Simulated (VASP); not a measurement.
# KRu (P-6m2) in VASP: a series of runs

KRu is run at these levels: PBE; tasks: single point, relaxation of cell and atoms.

Everything below comes from runs of VASP 6.6.1. Logs are shortened: lines on timing, memory, paths and dates and some standing lists are left out, and cuts for length are marked.

### Step 1. The cell of the first run

Symmetry: P-6m2, No. 187, hexagonal system. The conventional cell has a = 2.821 Å, b = 2.821 Å, c = 5.747 Å, α = 90.00°, β = 90.00°, γ = 120.00°. Within 3.7 Å of K (site symmetry -6m2) lie 6 K at 2.82 Å and 6 Ru at 3.30 Å. Ru (site symmetry -6m2) has 6 Ru at 2.82 Å and 6 K at 3.30 Å within 3.7 Å.

### Step 2. Single point, PBE

The input, INCAR:

```
  ALGO = Normal
  EDIFF = 1E-6
  ENCUT = 520
  GGA = PE
  ISIF = 2
  ISMEAR = 0
  LASPH = T
  LCHARG = F
  LREAL = F
  LWAVE = F
  NBANDS = 18
  NELM = 100
  PREC = Accurate
  SIGMA = 0.1
```

The input, KPOINTS:

```
k-points
0
Gamma
  24 24 10
```

The input, POSCAR:

```
KRu
1.0
    2.8214238229      0.0000000000      0.0000000000
   -1.4107119115      2.4434247055      0.0000000000
    0.0000000000      0.0000000000      5.7467989100
K Ru
1 1
Direct
    0.3333333333      0.6666666667      0.5000000000
    0.0000000000      0.0000000000      0.0000000000
```

Potentials or basis: VASP PAW PBE potentials, release 64 (K_sv, Ru_pv).

On the command line:

```
$ cat potpaw_PBE.64/K_sv/POTCAR potpaw_PBE.64/Ru_pv/POTCAR > POTCAR
$ mpirun -np 1 vasp_std > vasp.out
```

OUTCAR:

```text
EDIFF = 1E-6
   ENCUT = 520
   GGA = PE
   ISIF = 2
   ISMEAR = 0
   LASPH = T
   LREAL = F
   NELM = 100
   PREC = Accurate

 ion  position               nearest neighbor table
   1  0.333  0.667  0.500-   2 3.30   2 3.30   2 3.30   2 3.30   2 3.30   2 3.30
   2  0.000  0.000  0.000-   1 3.30   1 3.30   1 3.30   1 3.30   1 3.30   1 3.30

  LATTYP: Found a hexagonal cell.
 ALAT       =     2.8214238229
 C/A-ratio  =     2.0368435481

  Lattice vectors:

 A1 = (   2.8214238229,   0.0000000000,   0.0000000000)
 A2 = (  -1.4107119115,   2.4434247055,   0.0000000000)
 A3 = (   0.0000000000,   0.0000000000,   5.7467989100)

Analysis of symmetry for initial positions (statically):
=====================================================================
 Subroutine PRICEL returns:
 Original cell was already a primitive cell.

 Routine SETGRP: Setting up the symmetry group for a
 hexagonal supercell.

 Subroutine GETGRP returns: Found 12 space group operations
 (whereof 12 operations were pure point group operations)
 out of a pool of 24 trial point group operations.

The static configuration has the point symmetry D_3h.

Analysis of symmetry for dynamics (positions and initial velocities):
=====================================================================
 Subroutine PRICEL returns:
 Original cell was already a primitive cell.

 Routine SETGRP: Setting up the symmetry group for a
 hexagonal supercell.

 Subroutine GETGRP returns: Found 12 space group operations
 (whereof 12 operations were pure point group operations)
 out of a pool of 24 trial point group operations.

The dynamic configuration has the point symmetry D_3h.

 Subroutine INISYM returns: Found 12 space group operations
 (whereof 12 operations are pure point group operations),
 and found     1 'primitive' translations

----------------------------------------------------------------------------------------

                                     Primitive cell

  volume of cell :      39.6181

  direct lattice vectors                    reciprocal lattice vectors
     2.821423823  0.000000000  0.000000000     0.354430976  0.204630820  0.000000000
    -1.410711911  2.443424706  0.000000000     0.000000000  0.409261639  0.000000000
     0.000000000  0.000000000  5.746798910     0.000000000  0.000000000  0.174009917

  length of vectors
     2.821423823  2.821423823  5.746798910     0.409261639  0.409261639  0.174009917

  position of ions in fractional coordinates (direct lattice)
     0.333333333  0.666666667  0.500000000
     0.000000000  0.000000000  0.000000000

  ion indices of the primitive-cell ions
   primitive index   ion index
                 1           1
                 2           2

----------------------------------------------------------------------------------------

 KPOINTS: k-points

Automatic generation of k-mesh.
 Grid dimensions read from file:
 generate k-points for:   24   24   10

 Generating k-lattice:

  Cartesian coordinates                     Fractional coordinates (reciprocal lattice)
     0.014767957  0.008526284  0.000000000     0.041666667  0.000000000  0.000000000
     0.000000000  0.017052568  0.000000000     0.000000000  0.041666667  0.000000000
     0.000000000  0.000000000  0.017400992     0.000000000  0.000000000  0.100000000

  Length of vectors
     0.017052568  0.017052568  0.017400992

  Shift w.r.t. Gamma in fractional coordinates (k-lattice)
     0.000000000  0.000000000  0.000000000

 Subroutine IBZKPT returns following result:
 ===========================================

 Found    366 irreducible k-points:

 Following reciprocal coordinates:
            Coordinates               Weight
  0.000000  0.000000  0.000000      1.000000
  0.041667  0.000000  0.000000      6.000000
  0.083333  0.000000  0.000000      6.000000
  0.125000 -0.000000  0.000000      6.000000
  0.166667  0.000000  0.000000      6.000000
  0.208333 -0.000000  0.000000      6.000000
[... 16 lines left out ...]
  0.416667  0.041667  0.000000     12.000000
  0.458333  0.041667  0.000000     12.000000
 [... further k-points ...]
   k-points           NKPTS =    366   k-points in BZ     NKDIM =    366   number of bands    NBANDS=     18
   number of dos      NEDOS =    301   number of ions     NIONS =      2
   total plane-waves  NPLWV =  27648
   dimension x,y,z NGX =    24 NGY =   24 NGZ =   48
   dimension x,y,z NGXF=    48 NGYF=   48 NGZF=   96
   ions per type =               1   1
   NGX,Y,Z   is equivalent  to a cutoff of  14.14, 14.14, 13.89 a.u.
   NGXF,Y,Z  is equivalent  to a cutoff of  28.28, 28.28, 27.77 a.u.
 SYSTEM =  unknown system
   PREC   = accura    normal or accurate (medium, high low for compatibility)
   ISTART =      0    job   : 0-new  1-cont  2-samecut
   ICHARG =      2    charge: 1-file 2-atom 10-const
   ISPIN  =      1    spin polarized calculation?
   LNONCOLLINEAR =      F non collinear calculations
   LSORBIT =      F    spin-orbit coupling
   LASPH  =      T    aspherical Exc in radial PAW
   ENCUT  =  520.0 eV  38.22 Ry    6.18 a.u.   5.25  5.25 10.69*2*pi/ulx,y,z
   NELM   =    100;   NELMIN=  2; NELMDL= -5     # of ELM steps
   EDIFF  = 0.1E-05   stopping-criterion for ELM
   LREAL  =      F    real-space projection
   EDIFFG = 0.1E-04   stopping-criterion for IOM
   NSW    =      0    number of steps for IOM
   IBRION =     -1    ionic relax: 0-MD 1-quasi-New 2-CG
   NFREE  =      0    steps in history (QN), initial steepest desc. (CG)
   ISIF   =      2    stress and relaxation
   ISYM   =      2    0-nonsym 1-usesym 2-fastsym
   POTIM  = 0.5000    time-step for ionic-motion
   TEBEG  =    0.0;   TEEND  =   0.0 temperature during run
   PSTRESS=    0.0 pullay stress
   NELECT =      23.0000    total number of electrons
   NUPDOWN=      -1.0000    fix difference up-down
   EMIN   =  10.00;   EMAX   =-10.00  energy-range for DOS
   EFERMI =   0.00;   METHOD = LEGACY
   ISMEAR =     0;   SIGMA  =   0.10  broadening in eV -4-tet -1-fermi 0-gaus
   EFERMI_NEDOS =   21; number of points for ismear=-14 and -15
   IALGO  =     38    algorithm
   IMIX   =      4    mixing-type and parameters
     AMIX     =   0.40;   BMIX     =  1.00
     AMIX_MAG =   1.60;   BMIX_MAG =  1.00
  volume/ion in A,a.u.               =      19.81       133.68
  Fermi-wavevector in a.u.,A,eV,Ry     =   1.365693  2.580785 25.376454  1.865117
  Thomas-Fermi vector in A             =   2.491899
   LORBIT       =      0    0 simple, 1 ext, 2 COOP (PROOUT), +10 PAW based schemes
   GGA     = PE    functional components
   LHFCALC =     F    Hartree Fock is set to
   AEXX    =    0.0000 exact exchange contribution
   IVDW    =     0    specifies the selected vdW correction
   LEPSILON=     F    determine dielectric tensor
   LRPA    =     F    only Hartree local field effects (RPA)
 non-spin polarized calculation
 Gauss-broadening in eV      SIGMA  =   0.10
  energy-cutoff  :      520.00
  volume of cell :       39.62
 maximum number of plane-waves:      1086
 NGX is ok and might be reduce to    24
   NGX = 11   NGY = 11   NGZ = 21

 number of electron      23.0000000 magnetization

 Free energy of the ion-electron system (eV)
  ---------------------------------------------------
  ext. energy  EPLUGINS =         0.00000000
  ---------------------------------------------------
  free energy    TOTEN  =        -7.68427325 eV

  energy without entropy =       -7.67007428  energy(sigma->0) =       -7.67717376

 E-fermi :   5.8679     XC(G=0): -10.9000

 val. band max:        5.8569350537   @ k =   0.4167   0.0417   0.1000
 cond. band min:       5.8697401975   @ k =   0.4583   0.0417   0.3000
 fundamental gap:      0.0128051438
 Fermi energy:         5.8679226862

 k-point     1 :       0.0000    0.0000    0.0000
  band No.  band energies     occupation
      1     -36.1460      2.00000
      2     -36.0621      2.00000
      3     -36.0621      2.00000
      4     -26.9968      2.00000
      5     -10.0939      2.00000
      6      -8.6706      2.00000
[... 10 lines left out ...]
     17      11.6132      0.00000
     18      14.7830      0.00000

 k-point     2 :       0.0417    0.0000    0.0000
  band No.  band energies     occupation
      1     -36.1449      2.00000
      2     -36.0704      2.00000
      3     -36.0641      2.00000
      4     -26.9843      2.00000
      5     -10.0822      2.00000
      6      -8.7349      2.00000
[... 10 lines left out ...]
     17      11.6851      0.00000
     18      14.7893      0.00000

 k-point     3 :       0.0833    0.0000    0.0000
  band No.  band energies     occupation
      1     -36.1415      2.00000
      2     -36.0949      2.00000
      3     -36.0699      2.00000
      4     -26.9472      2.00000
      5     -10.0477      2.00000
      6      -8.9204      2.00000
[... 10 lines left out ...]
     17      11.8990      0.00000
     18      14.8071      0.00000

 k-point     4 :       0.1250   -0.0000    0.0000
  band No.  band energies     occupation
      1     -36.1362      2.00000
      2     -36.1336      2.00000
      3     -36.0792      2.00000
      4     -26.8876      2.00000
      5      -9.9923      2.00000
      6      -9.2070      2.00000
[... 10 lines left out ...]
     17      12.2494      0.00000
     18      14.8240      0.00000

 k-point     5 :       0.1667    0.0000    0.0000
  band No.  band energies     occupation
      1     -36.1837      2.00000
      2     -36.1293      2.00000
      3     -36.0912      2.00000
      4     -26.8085      2.00000
      5      -9.9190      2.00000
      6      -9.5667      2.00000
[... 10 lines left out ...]
     17      12.7273      0.00000
     18      14.5442      0.00000

 k-point     6 :       0.2083   -0.0000    0.0000
  band No.  band energies     occupation
      1     -36.2418      2.00000
      2     -36.1212      2.00000
      3     -36.1052      2.00000
      4     -26.7143      2.00000
      5      -9.9690      2.00000
      6      -9.8320      2.00000
[... 307 lines left out ...]
 k-point    21 :       0.3333    0.0417    0.0000
  band No.  band energies     occupation
      1     -36.4467      2.00000
      2     -36.1597      2.00000
      3     -36.0917      2.00000
      4     -26.3496      2.00000
      5     -11.3032      2.00000
      6      -9.4984      2.00000
[... 10 lines left out ...]
     17      14.1796      0.00000
     18      15.1035      0.00000

 k-point    22 :       0.3750    0.0417    0.0000
  band No.  band energies     occupation
      1     -36.4890      2.00000
      2     -36.1706      2.00000
      3     -36.0856      2.00000
      4     -26.2689      2.00000
      5     -11.5685      2.00000
      6      -9.4254      2.00000
[... 10 lines left out ...]
     17      14.0664      0.00000
     18      15.1725      0.00000

 k-point    23 :       0.4167    0.0417    0.0000
  band No.  band energies     occupation
      1     -36.5189      2.00000
      2     -36.1784      2.00000
      3     -36.0812      2.00000
      4     -26.2108      2.00000
      5     -11.7539      2.00000
      6      -9.3848      2.00000
[... 10 lines left out ...]
     17      13.9845      0.00000
     18      15.2020      0.00000

 k-point    24 :       0.4583    0.0417    0.0000
  band No.  band energies     occupation
      1     -36.5343      2.00000
      2     -36.1824      2.00000
      3     -36.0790      2.00000
      4     -26.1803      2.00000
      5     -11.8491      2.00000
      6      -9.4076      2.00000
[... 10 lines left out ...]
     17      13.9419      0.00000
     18      15.1969      0.00000

 [... further k-points ...]
[... 5 lines left out ...]
  --------------------------------------------------------------------------------------
  -------------------------------------------------------------------------------------
  Total        0.0876269      0.0876269      0.0428126     -0.0000000     -0.0000000      0.0000000
  in kB        3.5436800      3.5436800      1.7313646     -0.0000000     -0.0000000      0.0000000
  external PRESSURE =       2.9395749 kB  Pullay stress =       0.0000000 kB

 VOLUME and BASIS-vectors are now :
 -----------------------------------------------------------------------------
  energy-cutoff  :      520.00
  volume of cell :       39.62
      direct lattice vectors                 reciprocal lattice vectors
     2.821423823  0.000000000  0.000000000     0.354430976  0.204630820  0.000000000
    -1.410711911  2.443424706  0.000000000     0.000000000  0.409261639  0.000000000
     0.000000000  0.000000000  5.746798910     0.000000000  0.000000000  0.174009917

 POSITION                                       TOTAL-FORCE (eV/Angst)
 -----------------------------------------------------------------------------------
     -0.00000      1.62895      2.87340        -0.000000      0.000000      0.000000
      0.00000      0.00000      0.00000         0.000000      0.000000      0.000000
 -----------------------------------------------------------------------------------
    total drift:                                0.000000     -0.000000     -0.000000

  FREE ENERGIE OF THE ION-ELECTRON SYSTEM (eV)
  ---------------------------------------------------
  free  energy   TOTEN  =        -7.6842732491 eV

  energy  without entropy=       -7.6700742791  energy(sigma->0) =       -7.67717376
```

Wall time 82 s (1 thread of Intel Xeon 6975P-C (Granite Rapids), shared host); peak memory 0.38 GiB.

Results:

* Free energy: -7.6843 eV
* Pressure: 0.3 GPa

Stress tensor (GPa, compression positive):
```
0.35 0.00 0.00
0.00 0.35 0.00
0.00 0.00 0.17
```

Levels at points of the mesh, in eV from the Fermi level:
```csv
k point,band 10,band 11,band 12,band 13,band 14,band 15
"(0.00, 0.00, 0.00)",-1.23,-1.23,0.67,0.67,1.30,2.00
"(0.50, 0.00, 0.00)",-0.75,0.02,1.14,1.66,1.91,2.41
"(0.00, 0.00, 0.50)",-1.23,-1.23,-1.21,0.67,0.67,2.46
"(0.50, 0.00, 0.50)",-1.23,0.07,1.30,1.91,1.92,4.19
```

### Step 3. Relaxation of cell and atoms, PBE

The input, INCAR:

```
SYSTEM = KRu
PREC = Accurate
ENCUT = 600
EDIFF = 1E-7
ISMEAR = 0
SIGMA = 0.1
LREAL = .FALSE.
LASPH = .TRUE.
NELM = 100
ALGO = Normal
ISIF = 3
LWAVE = .FALSE.
LCHARG = .FALSE.
GGA = PE
IBRION = 2
NSW = 100
EDIFFG = -0.01
```

The input, KPOINTS:

```
Automatic mesh
0
G
  24 24 10
  0 0 0
```

The input, POSCAR:

```
KRu
1.0
    2.8209942481      0.0000000000      0.0000000000
   -1.4104971241      2.4430526828      0.0000000000
    0.0000000000      0.0000000000      5.7413192582
K Ru
1 1
Direct
    0.3333333333      0.6666666667      0.5000000000
    0.0000000000      0.0000000000      0.0000000000
```

Potentials or basis: VASP PAW PBE potentials, release 64 (K_sv, Ru_pv).

On the command line:

```
$ cat potpaw_PBE.64/K_sv/POTCAR potpaw_PBE.64/Ru_pv/POTCAR > POTCAR
$ mpirun -np 1 vasp_std > vasp.out
```

It took 9.2 min on 1 thread of AMD EPYC 9R45 (Zen 5), shared host; peak memory 0.38 GiB.

It converged, with:

```
Free energy                            : -7.6843 eV
Relaxed volume                         : 19.88 Å³/atom
Relaxed cell                           : a = 2.826 Å, b = 2.826 Å, c = 5.750 Å, α = 90.00°, β = 90.00°, γ = 120.00°
Space group after relaxing (to 0.05 Å) : P-6m2 (No. 187)
Energy gained by relaxing              : 0.1 meV/atom
Ionic steps                            : 3
Pressure after relaxing                : 0.0 GPa
```

Step by step:
```csv
step,energy change (eV),largest force (eV/Å),pressure (GPa),volume (Å³)
1,0.0000,0.0000,0.38,39.57
2,-0.0002,0.0000,-0.12,39.84
3,-0.0002,0.0000,0.01,39.77
```

Final structure:
```
K Ru
1.0
     2.82594    0.00000    0.00000
    -1.41297    2.44734    0.00000
     0.00000    0.00000    5.75012
K Ru
1 1
Cartesian
  0.0000 1.6316 2.8751
  0.0000 0.0000 0.0000
```

Levels at points of the mesh, in eV from the Fermi level:
```
           k point  band 8  band 9  band 10  band 11  band 12  band 13  band 14  band 15
(0.00, 0.00, 0.00)   -5.01   -2.53    -1.22    -1.22     0.67     0.67     1.30     1.99
(0.50, 0.00, 0.00)   -3.66   -2.59    -0.75     0.02     1.15     1.67     1.89     2.41
(0.00, 0.00, 0.50)   -4.56   -1.59    -1.22    -1.22    -1.21     0.66     0.66     2.47
(0.50, 0.00, 0.50)   -3.66   -2.73    -1.22     0.07     1.32     1.89     1.91     4.19
```
